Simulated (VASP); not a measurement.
# Hf3CrF (Pm-3m) in VASP: notebook

The runs below take Hf3CrF through single point, relaxation of cell and atoms, with PBE.

Program: VASP 6.6.1. These are calculated values, not measurements. Logs are shortened: lines on timing, memory, paths and dates and some standing lists are left out, and cuts for length are marked.

## (1) The cell of the first run

It takes space group Pm-3m (No. 221, cubic). Conventional cell: a = 4.486 Å, b = 4.486 Å, c = 4.486 Å, α = 90.00°, β = 90.00°, γ = 90.00°. Hf (site symmetry 4/mmm) has 2 F at 2.24 Å within 3.0 Å. Cr (site symmetry m-3m) has 12 Hf at 3.17 Å and 8 F at 3.89 Å within 4.2 Å. F (site symmetry m-3m) has 6 Hf at 2.24 Å within 3.0 Å.

## (2) Single point, PBE, collinear spin, ferromagnetic start

Contents of INCAR:

```
SYSTEM = Hf3CrF
  PREC = Accurate
  ENCUT = 520
  EDIFF = 1E-6
  ISMEAR = 0
  SIGMA = 0.1
  LREAL = .FALSE.
  LASPH = .TRUE.
  NELM = 150
  ALGO = Normal
  ISIF = 2
  LWAVE = .FALSE.
  LCHARG = .TRUE.
  ISPIN = 2
  MAGMOM = 0 0 0 3 0
  LORBIT = 11
  LMAXMIX = 4
  GGA = PE
  LELF = .TRUE.
  LVHAR = .TRUE.
  NBANDS = 36
```

Contents of KPOINTS:

```
Automatic mesh
0
G
  4 4 4
  0 0 0
```

Contents of POSCAR:

```
Hf3CrF
1.0
    4.4862146717      0.0000000000      0.0000000000
    0.0000000000      4.4862146717      0.0000000000
    0.0000000000      0.0000000000      4.4862146717
Hf Cr F
3 1 1
Direct
    0.0000000000      0.5000000000      0.5000000000
    0.5000000000      0.5000000000      0.0000000000
    0.5000000000      0.0000000000      0.5000000000
    0.0000000000      0.0000000000      0.0000000000
    0.5000000000      0.5000000000      0.5000000000
```

Potentials or basis: VASP PAW PBE potentials, release 64 (Hf_pv, Cr_pv, F).

Command:

```
$ cat potpaw_PBE.64/Hf_pv/POTCAR potpaw_PBE.64/Cr_pv/POTCAR potpaw_PBE.64/F/POTCAR > POTCAR
$ mpirun -np 1 vasp_std > vasp.out
```

OUTCAR:

```text
SYSTEM = Hf3CrF
   PREC = Accurate
   ENCUT = 520
   EDIFF = 1E-6
   ISMEAR = 0
   LREAL = .FALSE.
   LASPH = .TRUE.
   NELM = 150
   ISIF = 2
   ISPIN = 2
   LORBIT = 11
   GGA = PE

 ion  position               nearest neighbor table
   1  0.000  0.500  0.500-   5 2.24   5 2.24   4 3.17   2 3.17   2 3.17   4 3.17   3 3.17   4 3.17
                             4 3.17   2 3.17   3 3.17   3 3.17   2 3.17   3 3.17
   2  0.500  0.500  0.000-   5 2.24   5 2.24   4 3.17   1 3.17   1 3.17   3 3.17   3 3.17   3 3.17
                             4 3.17   3 3.17   1 3.17   4 3.17   1 3.17   4 3.17
   3  0.500  0.000  0.500-   5 2.24   5 2.24   4 3.17   1 3.17   2 3.17   4 3.17   1 3.17   2 3.17
                             2 3.17   2 3.17   1 3.17   4 3.17   4 3.17   1 3.17
   4  0.000  0.000  0.000-   1 3.17   2 3.17   3 3.17   1 3.17   3 3.17   1 3.17   2 3.17   1 3.17
                             2 3.17   3 3.17   3 3.17   2 3.17
   5  0.500  0.500  0.500-   1 2.24   2 2.24   3 2.24   2 2.24   3 2.24   1 2.24

  LATTYP: Found a simple cubic cell.
 ALAT       =     4.4862146717

  Lattice vectors:

 A1 = (   4.4862146717,   0.0000000000,   0.0000000000)
 A2 = (   0.0000000000,   4.4862146717,   0.0000000000)
 A3 = (   0.0000000000,   0.0000000000,   4.4862146717)

Analysis of symmetry for initial positions (statically):
=====================================================================
 Subroutine PRICEL returns:
 Original cell was already a primitive cell.

 Routine SETGRP: Setting up the symmetry group for a
 simple cubic supercell.

 Subroutine GETGRP returns: Found 48 space group operations
 (whereof 48 operations were pure point group operations)
 out of a pool of 48 trial point group operations.

The static configuration has the point symmetry O_h .

Analysis of symmetry for dynamics (positions and initial velocities):
=====================================================================
 Subroutine PRICEL returns:
 Original cell was already a primitive cell.

 Routine SETGRP: Setting up the symmetry group for a
 simple cubic supercell.

 Subroutine GETGRP returns: Found 48 space group operations
 (whereof 48 operations were pure point group operations)
 out of a pool of 48 trial point group operations.

The dynamic configuration has the point symmetry O_h .

Analysis of structural, dynamic, and magnetic symmetry:
=====================================================================
 Subroutine PRICEL returns:
 Original cell was already a primitive cell.

 Routine SETGRP: Setting up the symmetry group for a
 simple cubic supercell.

 Subroutine GETGRP returns: Found 48 space group operations
 (whereof 48 operations were pure point group operations)
 out of a pool of 48 trial point group operations.

The overall configuration has the point symmetry O_h .

 Subroutine INISYM returns: Found 48 space group operations
 (whereof 48 operations are pure point group operations),
 and found     1 'primitive' translations

----------------------------------------------------------------------------------------

                                     Primitive cell

  volume of cell :      90.2901

  direct lattice vectors                    reciprocal lattice vectors
     4.486214672  0.000000000  0.000000000     0.222905071  0.000000000  0.000000000
     0.000000000  4.486214672  0.000000000     0.000000000  0.222905071  0.000000000
     0.000000000  0.000000000  4.486214672     0.000000000  0.000000000  0.222905071

  length of vectors
     4.486214672  4.486214672  4.486214672     0.222905071  0.222905071  0.222905071

  position of ions in fractional coordinates (direct lattice)
     0.000000000  0.500000000  0.500000000
     0.500000000  0.500000000  0.000000000
     0.500000000  0.000000000  0.500000000
     0.000000000  0.000000000  0.000000000
     0.500000000  0.500000000  0.500000000

  ion indices of the primitive-cell ions
   primitive index   ion index
                 1           1
                 2           2
                 3           3
                 4           4
                 5           5
[... 31 lines left out ...]
  0.500000  0.000000  0.000000      3.000000
  0.250000  0.250000  0.000000     12.000000
  0.500000  0.250000  0.000000     12.000000
  0.500000  0.500000  0.000000      3.000000
  0.250000  0.250000  0.250000      8.000000
  0.500000  0.250000  0.250000     12.000000
  0.500000  0.500000  0.250000      6.000000
  0.500000  0.500000  0.500000      1.000000
   k-points           NKPTS =     10   k-points in BZ     NKDIM =     10   number of bands    NBANDS=     36
   number of dos      NEDOS =    301   number of ions     NIONS =      5
   total plane-waves  NPLWV =  46656
   dimension x,y,z NGX =    36 NGY =   36 NGZ =   36
   dimension x,y,z NGXF=    72 NGYF=   72 NGZF=   72
   ions per type =               3   1   1
   NGX,Y,Z   is equivalent  to a cutoff of  13.34, 13.34, 13.34 a.u.
   NGXF,Y,Z  is equivalent  to a cutoff of  26.68, 26.68, 26.68 a.u.
 SYSTEM =  Hf3CrF
   PREC   = accura    normal or accurate (medium, high low for compatibility)
   ISTART =      0    job   : 0-new  1-cont  2-samecut
   ICHARG =      2    charge: 1-file 2-atom 10-const
   ISPIN  =      2    spin polarized calculation?
   LNONCOLLINEAR =      F non collinear calculations
   LSORBIT =      F    spin-orbit coupling
   LASPH  =      T    aspherical Exc in radial PAW
   ENCUT  =  520.0 eV  38.22 Ry    6.18 a.u.   8.34  8.34  8.34*2*pi/ulx,y,z
   NELM   =    150;   NELMIN=  2; NELMDL= -5     # of ELM steps
   EDIFF  = 0.1E-05   stopping-criterion for ELM
   LREAL  =      F    real-space projection
   EDIFFG = 0.1E-04   stopping-criterion for IOM
   NSW    =      0    number of steps for IOM
   IBRION =     -1    ionic relax: 0-MD 1-quasi-New 2-CG
   NFREE  =      0    steps in history (QN), initial steepest desc. (CG)
   ISIF   =      2    stress and relaxation
   ISYM   =      2    0-nonsym 1-usesym 2-fastsym
   POTIM  = 0.5000    time-step for ionic-motion
   TEBEG  =    0.0;   TEEND  =   0.0 temperature during run
   PSTRESS=    0.0 pullay stress
   NELECT =      49.0000    total number of electrons
   NUPDOWN=      -1.0000    fix difference up-down
   EMIN   =  10.00;   EMAX   =-10.00  energy-range for DOS
   EFERMI =   0.00;   METHOD = LEGACY
   ISMEAR =     0;   SIGMA  =   0.10  broadening in eV -4-tet -1-fermi 0-gaus
   EFERMI_NEDOS =   21; number of points for ismear=-14 and -15
   IALGO  =     38    algorithm
   IMIX   =      4    mixing-type and parameters
     AMIX     =   0.40;   BMIX     =  1.00
     AMIX_MAG =   1.60;   BMIX_MAG =  1.00
  volume/ion in A,a.u.               =      18.06       121.86
  Fermi-wavevector in a.u.,A,eV,Ry     =   1.335345  2.523436 24.261177  1.783146
  Thomas-Fermi vector in A             =   2.464056
   LORBIT       =     11    0 simple, 1 ext, 2 COOP (PROOUT), +10 PAW based schemes
   GGA     = PE    functional components
   LHFCALC =     F    Hartree Fock is set to
   AEXX    =    0.0000 exact exchange contribution
   IVDW    =     0    specifies the selected vdW correction
   LEPSILON=     F    determine dielectric tensor
   LRPA    =     F    only Hartree local field effects (RPA)
 spin polarized calculation
 Gauss-broadening in eV      SIGMA  =   0.10
  energy-cutoff  :      520.00
  volume of cell :       90.29
 maximum number of plane-waves:      2469
 NGX is ok and might be reduce to    36
   NGX = 17   NGY = 17   NGZ = 17

 number of electron      49.0000000 magnetization       1.4719126

 number of electron      48.9999999 magnetization      -2.7708193

 Free energy of the ion-electron system (eV)
  ---------------------------------------------------
  ext. energy  EPLUGINS =         0.00000000
  ---------------------------------------------------
  free energy    TOTEN  =       -42.26334829 eV

  energy without entropy =      -42.24424893  energy(sigma->0) =      -42.25379861

 E-fermi :   5.7903     XC(G=0): -11.3905

 val. band max:        5.7897176143   @ k =   0.2500   0.2500   0.2500
 cond. band min:       5.7986654980   @ k =   0.2500   0.2500   0.2500
 fundamental gap:      0.0089478837
 Fermi energy:         5.7902907696

 spin component 1

 k-point     1 :       0.0000    0.0000    0.0000
  band No.  band energies     occupation
      1     -35.1805      1.00000
      2     -35.1805      1.00000
      3     -35.1805      1.00000
      4     -25.9578      1.00000
      5     -25.9578      1.00000
      6     -25.9578      1.00000
[... 379 lines left out ...]
     35      10.3027      0.00000
     36      10.3027      0.00000
 Fermi energy:         5.7902907696

 spin component 2

 k-point     1 :       0.0000    0.0000    0.0000
  band No.  band energies     occupation
      1     -38.2306      1.00000
      2     -38.2306      1.00000
      3     -38.2306      1.00000
      4     -25.8918      1.00000
      5     -25.8918      1.00000
      6     -25.8918      1.00000
[... 379 lines left out ...]
     35      10.0167      0.00000
     36      10.0524      0.00000

------------------------ aborting loop because EDIFF is reached ----------------------------------------

  FORCE on cell =-STRESS in cart. coord.  units (eV):
  Direction    XX          YY          ZZ          XY          YZ          ZX
  --------------------------------------------------------------------------------------
  -------------------------------------------------------------------------------------
  Total       -0.5465344     -0.5465344     -0.5465344     -0.0000000      0.0000000     -0.0000000
  in kB       -9.6981278     -9.6981278     -9.6981278     -0.0000000      0.0000000     -0.0000000
  external PRESSURE =      -9.6981278 kB  Pullay stress =       0.0000000 kB

 VOLUME and BASIS-vectors are now :
 -----------------------------------------------------------------------------
  energy-cutoff  :      520.00
  volume of cell :       90.29
      direct lattice vectors                 reciprocal lattice vectors
     4.486214672  0.000000000  0.000000000     0.222905071  0.000000000  0.000000000
     0.000000000  4.486214672  0.000000000     0.000000000  0.222905071  0.000000000
     0.000000000  0.000000000  4.486214672     0.000000000  0.000000000  0.222905071

 POSITION                                       TOTAL-FORCE (eV/Angst)
 -----------------------------------------------------------------------------------
      0.00000      2.24311      2.24311         0.000000      0.000000      0.000000
      2.24311      2.24311      0.00000         0.000000      0.000000      0.000000
      2.24311      0.00000      2.24311         0.000000      0.000000      0.000000
      0.00000      0.00000      0.00000         0.000000      0.000000      0.000000
      2.24311      2.24311      2.24311         0.000000      0.000000      0.000000
 -----------------------------------------------------------------------------------
    total drift:                                0.000000      0.000000      0.000000

  FREE ENERGIE OF THE ION-ELECTRON SYSTEM (eV)
  ---------------------------------------------------
  free  energy   TOTEN  =       -42.2633482856 eV

  energy  without entropy=      -42.2442489292  energy(sigma->0) =      -42.25379861

 total charge

# of ion       s       p       d       tot
------------------------------------------
    1        0.349   6.357   1.577   8.282
    2        0.349   6.357   1.577   8.282
    3        0.349   6.357   1.577   8.282
    4        0.299   6.216   3.960  10.475
    5        1.741   4.403   0.000   6.144
--------------------------------------------------
tot          3.087  29.689   8.690  41.466

 magnetization (x)

# of ion       s       p       d       tot
------------------------------------------
    1        0.017   0.002   0.129   0.147
    2        0.017   0.002   0.129   0.147
    3        0.017   0.002   0.129   0.147
    4       -0.051  -0.047  -2.968  -3.065
    5       -0.000   0.010   0.000   0.010
--------------------------------------------------
tot         -0.001  -0.031  -2.581  -2.613
```

Run time: 73 s. Hardware: 1 thread of AMD EPYC 9R45 (Zen 5), shared host; peak memory 0.23 GiB.

Results:

* Free energy: -42.2633 eV
* Pressure: -1.0 GPa
* Net moment: -2.77 μB per cell
* Site moments: Hf +0.15; Cr -3.06; F +0.01 μB
* Valence electrons inside the program's atomic spheres: Hf 8.28; Cr 10.47; F 6.14

Levels at points of the mesh, in eV from the Fermi level:
Spin up:
```
           k point  band 19  band 20  band 21  band 22  band 23  band 24  band 25  band 26  band 27  band 28
(0.00, 0.00, 0.00)    -2.72    -2.51    -2.51    -2.51     0.52     0.92     0.92     0.92     2.47     2.47
(0.50, 0.00, 0.00)    -1.89    -1.22    -1.22    -1.18    -0.18     0.20     0.20     0.36     1.66     1.73
(0.50, 0.50, 0.00)    -2.49    -1.44    -0.85    -0.59    -0.59    -0.02    -0.02     0.18     0.55     1.86
(0.50, 0.50, 0.50)    -2.41    -2.41     0.04     0.04     0.04     0.48     0.48     0.48     1.26     1.26
```
Spin down:
```tsv
k point	band 23	band 24	band 25	band 26	band 27	band 28	band 29	band 30
(0.00, 0.00, 0.00)	-0.56	-0.56	-0.56	0.54	0.63	0.63	2.16	2.16
(0.50, 0.00, 0.00)	-1.40	-1.24	-1.24	-1.00	0.59	1.43	1.50	1.50
(0.50, 0.50, 0.00)	-1.50	-1.03	-0.99	0.21	0.21	0.33	0.81	0.81
(0.50, 0.50, 0.50)	-0.13	-0.13	-0.13	0.47	0.47	0.47	0.73	0.73
```

Caveat: spin-orbit coupling is left out, which moves the levels of the heavy elements; a cell with one magnetic atom can't hold antiferromagnetic order, which such compounds often take. With open d or f shells a metallic result of PBE can be an artefact of self-interaction; +U or a hybrid may open a gap.

## (3) Relaxation of cell and atoms, PBE, collinear spin, ferromagnetic start

This run uses another cell than the first one, of 14.74 Å³/atom, 0.816 times its volume.

Contents of INCAR:

```
PREC = Accurate
ENCUT = 600
EDIFF = 1E-7
ISMEAR = 0
SIGMA = 0.1
LREAL = False
LASPH = True
NELM = 150
ALGO = Normal
ISIF = 3
LWAVE = False
LCHARG = False
ISPIN = 2
MAGMOM = 0 0 0 3 0
LORBIT = 11
LMAXMIX = 4
GGA = PE
IBRION = 2
NSW = 90
EDIFFG = -0.04
```

Contents of KPOINTS:

```
regular mesh
0
Gamma
  4 4 4
```

POSCAR: that of step 2 with these lines changed.

```diff
@@ -2,5 +2,5 @@
 1.0
-    4.4862146717      0.0000000000      0.0000000000
-    0.0000000000      4.4862146717      0.0000000000
-    0.0000000000      0.0000000000      4.4862146717
+    4.1928746400      0.0000000000      0.0000000000
+    0.0000000000      4.1928746400      0.0000000000
+    0.0000000000      0.0000000000      4.1928746400
 Hf Cr F
```

Potentials or basis: VASP PAW PBE potentials, release 64 (Hf_pv, Cr_pv, F).

Command:

```
$ cat potpaw_PBE.64/Hf_pv/POTCAR potpaw_PBE.64/Cr_pv/POTCAR potpaw_PBE.64/F/POTCAR > POTCAR
$ mpirun -np 1 vasp_std > vasp.out
```

Wall time 7.8 min (1 thread of AMD EPYC 9R45 (Zen 5), shared host); peak memory 0.25 GiB.

It converged, with:

- Free energy: -42.2554 eV
- Relaxed volume: 17.93 Å³/atom
- Relaxed cell: a = 4.475 Å, b = 4.475 Å, c = 4.475 Å, α = 90.00°, β = 90.00°, γ = 90.00°
- Space group after relaxing (to 0.05 Å): Pm-3m (No. 221)
- Energy gained by relaxing: 272.4 meV/atom
- Ionic steps: 4
- Pressure after relaxing: -0.1 GPa
- Net moment: 2.82 μB per cell
- Site moments: Hf -0.13; Cr +3.05; F -0.01 μB
- Valence electrons inside the program's atomic spheres: Hf 8.30; Cr 10.48; F 6.15

The path:
```tsv
step	energy change (eV)	largest force (eV/Å)	pressure (GPa)	volume (Å³)
1	0.0000	0.0000	32.24	73.71
2	-0.2076	0.0000	-14.93	110.11
3	-1.3609	0.0000	-0.71	90.10
4	-1.3621	0.0000	-0.12	89.64
```

Final structure:
```
Hf Cr F
1.0
     4.47541    0.00000    0.00000
     0.00000    4.47541    0.00000
     0.00000    0.00000    4.47541
Hf Cr F
3 1 1
Direct
  0.00000 0.50000 0.50000
  0.50000 0.50000 0.00000
  0.50000 0.00000 0.50000
  0.00000 0.00000 0.00000
  0.50000 0.50000 0.50000
```

Levels at points of the mesh, in eV from the Fermi level:
Spin up:
| k point | band 23 | band 24 | band 25 | band 26 | band 27 | band 28 | band 29 | band 30 |
| --- | --- | --- | --- | --- | --- | --- | --- | --- |
| (0.00, 0.00, 0.00) | -0.57 | -0.57 | -0.57 | 0.55 | 0.64 | 0.64 | 2.17 | 2.17 |
| (0.50, 0.00, 0.00) | -1.40 | -1.26 | -1.26 | -0.99 | 0.58 | 1.44 | 1.50 | 1.50 |
| (0.50, 0.50, 0.00) | -1.51 | -1.06 | -0.98 | 0.19 | 0.19 | 0.32 | 0.81 | 0.81 |
| (0.50, 0.50, 0.50) | -0.13 | -0.13 | -0.13 | 0.48 | 0.48 | 0.48 | 0.71 | 0.71 |
Spin down:
| k point | band 19 | band 20 | band 21 | band 22 | band 23 | band 24 | band 25 | band 26 | band 27 | band 28 |
| --- | --- | --- | --- | --- | --- | --- | --- | --- | --- | --- |
| (0.00, 0.00, 0.00) | -2.74 | -2.54 | -2.54 | -2.54 | 0.55 | 0.91 | 0.91 | 0.91 | 2.50 | 2.50 |
| (0.50, 0.00, 0.00) | -1.91 | -1.23 | -1.23 | -1.20 | -0.20 | 0.19 | 0.19 | 0.37 | 1.65 | 1.75 |
| (0.50, 0.50, 0.00) | -2.51 | -1.44 | -0.87 | -0.60 | -0.60 | -0.02 | 0.18 | 0.53 | 1.85 | 2.05 |
| (0.50, 0.50, 0.50) | -2.43 | -2.43 | 0.05 | 0.05 | 0.05 | 0.48 | 0.48 | 0.48 | 1.25 | 1.25 |

Caveat: the k points lie up to 0.35 Å⁻¹ apart in the final cell; the volume moved by over 15 % at a fixed basis, so the end points are rough; spin-orbit coupling is left out, which moves the levels of the heavy elements; a cell with one magnetic atom can't hold antiferromagnetic order, which such compounds often take.
